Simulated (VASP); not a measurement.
Here is a VASP 6.6.1 calculation.

Contents of INCAR:

```
SYSTEM = Mg7Te
ALGO = Fast
EDIFF = 1E-7
ENCUT = 520
GGA = PE
ISIF = 2
ISMEAR = 0
LASPH = .True.
LCHARG = .False.
LREAL = .False.
LWAVE = .False.
NBANDS = 20
NELM = 100
PREC = Accurate
SIGMA = 0.1
```

The input KPOINTS:

```
k-points
0
Gamma
  6 6 6
  0 0 0
```

File POSCAR:

```
Mg7Te
1.0
   -3.6244175341      3.6244175341      3.6244175341
    3.6244175341     -3.6244175341      3.6244175341
    3.6244175341      3.6244175341     -3.6244175341
Mg Te
7 1
Direct
    0.0000000000      0.5000000000      0.0000000000
    0.5000000000      0.5000000000      0.0000000000
    0.5000000000      0.0000000000      0.0000000000
    0.5000000000      0.0000000000      0.5000000000
    0.5000000000      0.5000000000      0.5000000000
    0.0000000000      0.5000000000      0.5000000000
    0.0000000000      0.0000000000      0.5000000000
    0.0000000000      0.0000000000      0.0000000000
```

Potentials or basis: VASP PAW PBE potentials, release 64 (Mg, Te).

Command:

```sh
$ cat potpaw_PBE.64/Mg/POTCAR potpaw_PBE.64/Te/POTCAR > POTCAR
$ mpirun -np 1 vasp_std > vasp.out
```

(1) Predict the pressure.

(2) Predict the band gap on the k mesh.

Results:

(1) -0.1 GPa.

(2) zero (bands 10 and 11 overlap by 1.60 eV).

Caveat: spin-orbit coupling is left out, which moves the levels of the heavy elements.
